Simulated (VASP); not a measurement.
# Mg9Bi2Sb4 (C2/m) in VASP: notebook

The runs below take Mg9Bi2Sb4 through single point, with PBEsol.

All numbers are computed with VASP 6.6.1; they aren't measurements. Logs are shortened: lines on timing, memory, paths and dates and some standing lists are left out, and cuts for length are marked.

### 1 The cell of the first run

It takes space group C2/m (No. 12, monoclinic). The conventional cell has a = 7.936 Å, b = 13.764 Å, c = 7.240 Å, α = 90.00°, β = 90.04°, γ = 90.00°. Mg (site symmetry m) has 2 Sb at 2.83 Å and 2 Bi at 2.89 to 3.00 Å and 6 Mg at 3.26 to 3.85 Å within 3.9 Å. Within 3.8 Å of Mg (site symmetry 1) lie 3 Sb at 2.83 to 2.94 Å and 1 Bi at 2.90 Å and 6 Mg at 3.24 to 3.77 Å. Within 4.0 Å of Mg (site symmetry 2) lie 4 Sb at 3.03 to 3.11 Å and 2 Bi at 3.17 Å and 6 Mg at 3.67 to 3.85 Å. Within 4.1 Å of Mg (site symmetry 2/m) lie 2 Bi at 3.08 Å and 4 Sb at 3.11 Å and 6 Mg at 3.74 to 3.77 Å. Bi (site symmetry m) has 7 Mg at 2.89 to 3.17 Å within 3.8 Å. Within 3.7 Å of Sb (site symmetry 1) lie 7 Mg at 2.83 to 3.11 Å.

### 2 Single point, PBEsol

File INCAR:

```
SYSTEM = Mg9Bi2Sb4
ALGO = Normal
EDIFF = 1E-7
ENCUT = 520
GGA = PS
ISIF = 2
ISMEAR = 0
LASPH = .True.
LCHARG = .True.
LELF = .True.
LREAL = Auto
LVHAR = .True.
LWAVE = .False.
NBANDS = 47
NELM = 80
PREC = Accurate
SIGMA = 0.01
```

File KPOINTS:

```
k-points
0
Gamma
  2 2 2
  0 0 0
```

File POSCAR:

```
Mg9Bi2Sb4
1.0
   -0.0023846391      0.0013767720      7.2401840332
    6.8773208908      3.9760739434     -0.0015120623
   -6.8726002939      3.9678976297      0.0030241246
Mg Bi Sb
9 2 4
Direct
    0.6304812070      0.3333333333      0.3371560679
    0.6311690391      0.6696871537     -0.0000383538
    0.6311690391     -0.0030204870      0.6636078259
    0.3695187930      0.3333333333      0.9961772654
    0.3688309609      0.6696871537      0.6697255074
    0.3688309609     -0.0030204870      0.3333716871
    0.0000000000     -0.0179517325     -0.0089758662
    0.0000000000      0.3333333333      0.6666666667
    0.0000000000      0.6846183992      0.3423091996
    0.2159189940      0.3333333333      0.3325171651
    0.7840810060      0.3333333333      1.0008161682
    0.2256830074      0.6664314536      0.0004323668
    0.2256830074      0.0002352131      0.6673342466
    0.7743169926      0.6664314536      0.6659990868
    0.7743169926      0.0002352131      0.3329009665
```

Potentials or basis: VASP PAW PBE potentials, release 64 (Mg, Bi_d, Sb).

Run with:

```
$ cat potpaw_PBE.64/Mg/POTCAR potpaw_PBE.64/Bi_d/POTCAR potpaw_PBE.64/Sb/POTCAR > POTCAR
$ mpirun -np 1 vasp_std > vasp.out
```

OUTCAR:

```text
SYSTEM = Mg9Bi2Sb4
   EDIFF = 1E-7
   ENCUT = 520
   GGA = PS
   ISIF = 2
   ISMEAR = 0
   LASPH = .True.
   LREAL = Auto
   NELM = 80
   PREC = Accurate

 ion  position               nearest neighbor table
   1  0.630  0.333  0.337-  15 2.83  14 2.83  11 2.89  10 3.00   6 3.26   5 3.26   4 3.30
   2  0.631  0.670  1.000-  15 2.83  14 2.83  11 2.90  12 2.94   5 3.24   6 3.24   4 3.26
   3  0.631  0.997  0.664-  14 2.83  15 2.83  11 2.90  13 2.94   6 3.24   5 3.24   4 3.26
   4  0.370  0.333  0.996-  13 2.83  12 2.83  10 2.89  11 3.00   3 3.26   2 3.26   1 3.30
   5  0.369  0.670  0.670-  13 2.83  12 2.83  10 2.90  14 2.94   2 3.24   3 3.24   1 3.26
   6  0.369  0.997  0.333-  12 2.83  13 2.83  10 2.90  15 2.94   3 3.24   2 3.24   1 3.26
   7  0.000  0.982  0.991-  12 3.03  14 3.03  15 3.11  13 3.11  10 3.17  11 3.17
   8  0.000  0.333  0.667-  11 3.08  10 3.08  13 3.11  12 3.11  15 3.11  14 3.11
   9  0.000  0.685  0.342-  13 3.03  15 3.03  14 3.11  12 3.11  11 3.17  10 3.17
  10  0.216  0.333  0.333-   4 2.89   6 2.90   5 2.90   1 3.00   8 3.08   7 3.17   9 3.17
  11  0.784  0.333  0.001-   1 2.89   3 2.90   2 2.90   4 3.00   8 3.08   7 3.17   9 3.17
  12  0.226  0.666  0.000-   4 2.83   6 2.83   5 2.83   2 2.94   7 3.03   9 3.11   8 3.11
  13  0.226  0.000  0.667-   4 2.83   5 2.83   6 2.83   3 2.94   9 3.03   7 3.11   8 3.11
  14  0.774  0.666  0.666-   1 2.83   3 2.83   2 2.83   5 2.94   7 3.03   9 3.11   8 3.11
  15  0.774  0.000  0.333-   1 2.83   2 2.83   3 2.83   6 2.94   9 3.03   7 3.11   8 3.11

  LATTYP: Found a base centered monoclinic cell.
 ALAT       =     7.9357958356
 B/A-ratio  =     1.7344300761
 C/A-ratio  =     0.9123451141
 COS(beta)  =    -0.0007613879

  Lattice vectors:

 A1 = (  -0.0047205969,  -7.9439715731,  -0.0015120623)
 A2 = (   6.8773208908,   3.9760739434,  -0.0015120623)
 A3 = (  -0.0023846391,   0.0013767720,   7.2401840332)

Analysis of symmetry for initial positions (statically):
=====================================================================
 Subroutine PRICEL returns:
 Original cell was already a primitive cell.

 Routine SETGRP: Setting up the symmetry group for a
 base centered monoclinic supercell.

 Subroutine GETGRP returns: Found  4 space group operations
 (whereof  2 operations were pure point group operations)
 out of a pool of  4 trial point group operations.

The static configuration has the point symmetry C_2 .
 The point group associated with its full space group is C_2h.

Analysis of symmetry for dynamics (positions and initial velocities):
=====================================================================
 Subroutine PRICEL returns:
 Original cell was already a primitive cell.

 Routine SETGRP: Setting up the symmetry group for a
 base centered monoclinic supercell.

 Subroutine GETGRP returns: Found  4 space group operations
 (whereof  2 operations were pure point group operations)
 out of a pool of  4 trial point group operations.

The dynamic configuration has the point symmetry C_2 .
 The point group associated with its full space group is C_2h.

 Subroutine INISYM returns: Found  4 space group operations
 (whereof  2 operations are pure point group operations),
 and found     1 'primitive' translations

----------------------------------------------------------------------------------------

                                     Primitive cell

  volume of cell :     395.4188

  direct lattice vectors                    reciprocal lattice vectors
    -0.002384639  0.001376772  7.240184033     0.000045582 -0.000026317  0.138118056
     6.877320891  3.976073943 -0.001512062     0.072652860  0.125838446  0.000000000
    -6.872600294  3.967897630  0.003024125    -0.072802586  0.125924890 -0.000047924

  length of vectors
     7.240184557  7.943973120  7.935795836     0.138118066  0.145305721  0.145455480

  position of ions in fractional coordinates (direct lattice)
     0.630481207  0.333333333  0.337156068
     0.631169039  0.669687154  0.999961646
     0.631169039  0.996979513  0.663607826
     0.369518793  0.333333333  0.996177265
     0.368830961  0.669687154  0.669725507
     0.368830961  0.996979513  0.333371687
     0.000000000  0.982048267  0.991024134
     0.000000000  0.333333333  0.666666667
     0.000000000  0.684618399  0.342309200
     0.215918994  0.333333333  0.332517165
[... 36 lines left out ...]
     0.036326430  0.062919223  0.000000000     0.000000000  0.500000000  0.000000000
    -0.036401293  0.062962445 -0.000023962     0.000000000  0.000000000  0.500000000

  Length of vectors
     0.069059033  0.072652860  0.072727740

  Shift w.r.t. Gamma in fractional coordinates (k-lattice)
     0.000000000  0.000000000  0.000000000

 Subroutine IBZKPT returns following result:
 ===========================================

 Found      6 irreducible k-points:

 Following reciprocal coordinates:
            Coordinates               Weight
  0.000000  0.000000  0.000000      1.000000
  0.500000 -0.000000  0.000000      1.000000
  0.000000  0.500000  0.000000      1.000000
  0.500000  0.500000  0.000000      1.000000
  0.000000 -0.000000  0.500000      2.000000
  0.500000 -0.000000  0.500000      2.000000
   k-points           NKPTS =      6   k-points in BZ     NKDIM =      6   number of bands    NBANDS=     47
   number of dos      NEDOS =    301   number of ions     NIONS =     15
   total plane-waves  NPLWV = 194400
   dimension x,y,z NGX =    54 NGY =   60 NGZ =   60
   dimension x,y,z NGXF=   108 NGYF=  120 NGZF=  120
   ions per type =               9   2   4
   NGX,Y,Z   is equivalent  to a cutoff of  12.40, 12.56, 12.57 a.u.
   NGXF,Y,Z  is equivalent  to a cutoff of  24.80, 25.11, 25.14 a.u.
 SYSTEM =  Mg9Bi2Sb4
   PREC   = accura    normal or accurate (medium, high low for compatibility)
   ISTART =      0    job   : 0-new  1-cont  2-samecut
   ICHARG =      2    charge: 1-file 2-atom 10-const
   ISPIN  =      1    spin polarized calculation?
   LNONCOLLINEAR =      F non collinear calculations
   LSORBIT =      F    spin-orbit coupling
   LASPH  =      T    aspherical Exc in radial PAW
   ENCUT  =  520.0 eV  38.22 Ry    6.18 a.u.  13.46 14.77 14.76*2*pi/ulx,y,z
   NELM   =     80;   NELMIN=  2; NELMDL= -5     # of ELM steps
   EDIFF  = 0.1E-06   stopping-criterion for ELM
   LREAL  =      T    real-space projection
   EDIFFG = 0.1E-05   stopping-criterion for IOM
   NSW    =      0    number of steps for IOM
   IBRION =     -1    ionic relax: 0-MD 1-quasi-New 2-CG
   NFREE  =      0    steps in history (QN), initial steepest desc. (CG)
   ISIF   =      2    stress and relaxation
   ISYM   =      2    0-nonsym 1-usesym 2-fastsym
   POTIM  = 0.5000    time-step for ionic-motion
   TEBEG  =    0.0;   TEEND  =   0.0 temperature during run
   PSTRESS=    0.0 pullay stress
   NELECT =      68.0000    total number of electrons
   NUPDOWN=      -1.0000    fix difference up-down
   EMIN   =  10.00;   EMAX   =-10.00  energy-range for DOS
   EFERMI =   0.00;   METHOD = LEGACY
   ISMEAR =     0;   SIGMA  =   0.01  broadening in eV -4-tet -1-fermi 0-gaus
   EFERMI_NEDOS =   21; number of points for ismear=-14 and -15
   IALGO  =     38    algorithm
   IMIX   =      4    mixing-type and parameters
     AMIX     =   0.40;   BMIX     =  1.00
     AMIX_MAG =   1.60;   BMIX_MAG =  1.00
  volume/ion in A,a.u.               =      26.36       177.89
  Fermi-wavevector in a.u.,A,eV,Ry     =   0.910386  1.720379 11.276535  0.828802
  Thomas-Fermi vector in A             =   2.034542
   LORBIT       =      0    0 simple, 1 ext, 2 COOP (PROOUT), +10 PAW based schemes
   GGA     = PS    functional components
   LHFCALC =     F    Hartree Fock is set to
   AEXX    =    0.0000 exact exchange contribution
   IVDW    =     0    specifies the selected vdW correction
   LEPSILON=     F    determine dielectric tensor
   LRPA    =     F    only Hartree local field effects (RPA)
 non-spin polarized calculation
 Gauss-broadening in eV      SIGMA  =   0.01
  energy-cutoff  :      520.00
  volume of cell :      395.42
 maximum number of plane-waves:     10714
 NGX is ok and might be reduce to    54
   NGX = 27   NGY = 29   NGZ = 29

 number of electron      67.9999993 magnetization

 Free energy of the ion-electron system (eV)
  ---------------------------------------------------
  ext. energy  EPLUGINS =         0.00000000
  ---------------------------------------------------
  free energy    TOTEN  =       -47.20316503 eV

  energy without entropy =      -47.20316503  energy(sigma->0) =      -47.20316503

 E-fermi :   4.6283     XC(G=0):  -8.9885

 val. band max:        4.5686378073   @ k =   0.0000   0.0000   0.0000
 cond. band min:       4.7522113863   @ k =   0.0000   0.0000   0.0000
 fundamental gap:      0.1835735790
 Fermi energy:         4.6282551568

 k-point     1 :       0.0000    0.0000    0.0000
  band No.  band energies     occupation
      1     -17.5403      2.00000
      2     -17.5368      2.00000
      3     -17.5362      2.00000
      4     -17.5317      2.00000
      5     -17.5205      2.00000
      6     -17.5199      2.00000
[... 283 lines left out ...]
     45       7.9432      0.00000
     46       7.9561      0.00000
 [bands above 46 left out]

------------------------ aborting loop because EDIFF is reached ----------------------------------------

  FORCE on cell =-STRESS in cart. coord.  units (eV):
  Direction    XX          YY          ZZ          XY          YZ          ZX
  --------------------------------------------------------------------------------------
  -------------------------------------------------------------------------------------
  Total        0.1972502      0.1772998     -0.5047649     -0.0172775      0.0072247     -0.0125135
  in kB        0.7992282      0.7183922     -2.0452313     -0.0700060      0.0292734     -0.0507027
  external PRESSURE =      -0.1758703 kB  Pullay stress =       0.0000000 kB

 VOLUME and BASIS-vectors are now :
 -----------------------------------------------------------------------------
  energy-cutoff  :      520.00
  volume of cell :      395.42
      direct lattice vectors                 reciprocal lattice vectors
    -0.002384639  0.001376772  7.240184033     0.000045582 -0.000026317  0.138118056
     6.877320891  3.976073943 -0.001512062     0.072652860  0.125838446  0.000000000
    -6.872600294  3.967897630  0.003024125    -0.072802586  0.125924890 -0.000047924

 POSITION                                       TOTAL-FORCE (eV/Angst)
 -----------------------------------------------------------------------------------
     -0.02620      2.66403      4.56532         0.013543     -0.007819      0.012058
     -2.26819      6.63134      4.57179        -0.010472     -0.006597      0.012768
      2.29433      6.59806      4.57028         0.000477      0.012367      0.012768
     -4.55477      5.27860      2.67789        -0.013543      0.007819     -0.012058
      0.00202      5.32064      2.67142        -0.000477     -0.012367     -0.012768
      4.56454      5.28736      2.66990         0.010472      0.006597     -0.012768
     -0.05705      7.83698      0.00151         0.009884      0.017119      0.000000
     -2.28929      3.97062      0.00151        -0.000000      0.000000      0.000000
      2.35579      4.08034      0.00000        -0.009884     -0.017119      0.000000
      0.00667      2.64505      1.56379         0.012567     -0.007255     -0.050485
      2.28496      1.32968      5.67639        -0.012567      0.007255      0.050485
      4.57975      2.65181      1.63298        -0.003272     -0.003568     -0.026215
     -4.58524      2.64916      1.63600         0.001454      0.004618     -0.026215
      0.00427      5.29346      5.60720        -0.001454     -0.004618      0.026215
     -2.28812      1.32292      5.60720         0.003272      0.003568      0.026215
 -----------------------------------------------------------------------------------
    total drift:                               -0.000000     -0.000000     -0.000000

  FREE ENERGIE OF THE ION-ELECTRON SYSTEM (eV)
  ---------------------------------------------------
  free  energy   TOTEN  =       -47.2031650314 eV

  energy  without entropy=      -47.2031650314  energy(sigma->0) =      -47.20316503
```

Run time: 2.6 min. Hardware: 1 thread of Intel Xeon Platinum 8488C (Sapphire Rapids), shared host; peak memory 0.47 GiB.

What came out:

| Property | Result |
| --- | --- |
| Free energy | -47.2032 eV |
| Pressure | 0.0 GPa |
| Largest force | 0.053 eV/Å |
| Band gap on the k mesh | 0.18 eV |

Forces in eV/Å, atoms in the order of the input:
```
Mg   0.014 -0.008  0.012
Mg  -0.010 -0.007  0.013
Mg   0.000  0.012  0.013
Mg  -0.014  0.008 -0.012
Mg   0.000 -0.012 -0.013
Mg   0.010  0.007 -0.013
Mg   0.010  0.017  0.000
Mg   0.000  0.000  0.000
Mg  -0.010 -0.017  0.000
Bi   0.013 -0.007 -0.050
Bi  -0.013  0.007  0.050
Sb  -0.003 -0.004 -0.026
Sb   0.001  0.005 -0.026
Sb  -0.001 -0.005  0.026
Sb   0.003  0.004  0.026
```

Levels at points of the mesh, in eV from the valence-band top:
| k point | band 30 | band 31 | band 32 | band 33 | band 34 | band 35 | band 36 | band 37 | band 38 | band 39 |
| --- | --- | --- | --- | --- | --- | --- | --- | --- | --- | --- |
| (0.00, 0.00, 0.00) | -1.12 | -1.11 | -0.40 | -0.38 | 0.00 | 0.18 | 0.19 | 0.67 | 1.01 | 3.01 |
| (0.50, 0.00, 0.00) | -0.93 | -0.75 | -0.75 | -0.75 | -0.73 | 1.44 | 1.44 | 1.63 | 1.64 | 1.72 |
| (0.00, 0.50, 0.00) | -1.26 | -1.15 | -1.01 | -0.86 | -0.81 | 0.26 | 1.57 | 1.58 | 1.78 | 2.08 |
| (0.50, 0.50, 0.00) | -1.70 | -1.60 | -1.58 | -1.55 | -1.41 | 0.41 | 1.11 | 1.65 | 1.66 | 1.67 |
| (0.00, 0.00, 0.50) | -1.22 | -1.16 | -0.95 | -0.88 | -0.84 | 0.27 | 1.57 | 1.58 | 1.78 | 2.10 |
| (0.50, 0.00, 0.50) | -1.70 | -1.57 | -1.57 | -1.51 | -1.47 | 0.42 | 1.11 | 1.62 | 1.64 | 1.68 |

Caveat: the k points lie up to 0.46 Å⁻¹ apart; the PAW data sets were made with another functional, which shifts forces and pressure a little; spin-orbit coupling is left out, which moves the levels of the heavy elements.

(Continued in part 2 of 2.)
